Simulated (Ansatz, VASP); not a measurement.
**SiO2: VASP beside Ansatz**

```xyz
12
Lattice="0.0000 4.7163 7.3628 2.3596 0.0000 7.3628 2.3596 4.7163 0.0000" Properties=species:S:1:pos:R:3 pbc="T T T"
Si    3.5394    7.0744    8.2939
Si    2.3596    4.7163    4.6125
Si    2.3596    4.7163   10.1131
Si    3.5394    7.0744   13.7944
O     1.7697    5.8953    5.5221
O     1.7697    3.5372    9.2035
O     2.9495    5.8953    9.2035
O     2.9495    3.5372    5.5221
O     2.3596    1.7597    7.3628
O     2.3596    7.6728    7.3628
O     1.1798    4.1179    3.6814
O     1.1798    0.5984    3.6814
```

Alike in both runs: task electric field gradients; functional PBE; k mesh 5 × 5 × 5; occupations fermi-dirac, width 0.02 eV; no spin polarisation.

|  | VASP | Ansatz |
| --- | --- | --- |
| version | VASP 6.6.1 | Ansatz 0.2.0 |
| potentials or method | VASP PAW PBE potentials, release 64 (Si, O) | plane-wave PAW, scalar-relativistic |
| plane-wave cutoff (eV) | 520 | 420 |
| valence electrons in the cell | 64 | 64 |

Ansatz gave:

```
gap on the k mesh at the Fermi level (eV)                     : 5.78
pressure (GPa)                                                : 5.0
traceless stress, the component that is largest in VASP (GPa) : -0.12
rms of the force components (eV/Å)                            : 0.124
size of Vzz on the site where it differs most (V/Å²)          : 102.4
```

**Question.** Which values does VASP return?

**Answer.** gap on the k mesh at the Fermi level (eV): 5.78; pressure (GPa): 5.1; traceless stress, the component that is largest in VASP (GPa): -0.02; rms of the force components (eV/Å): 0.123; size of Vzz on the site where it differs most (V/Å²): 97.2.

Atom by atom the forces differ by 0.012 eV/Å (rms over components).
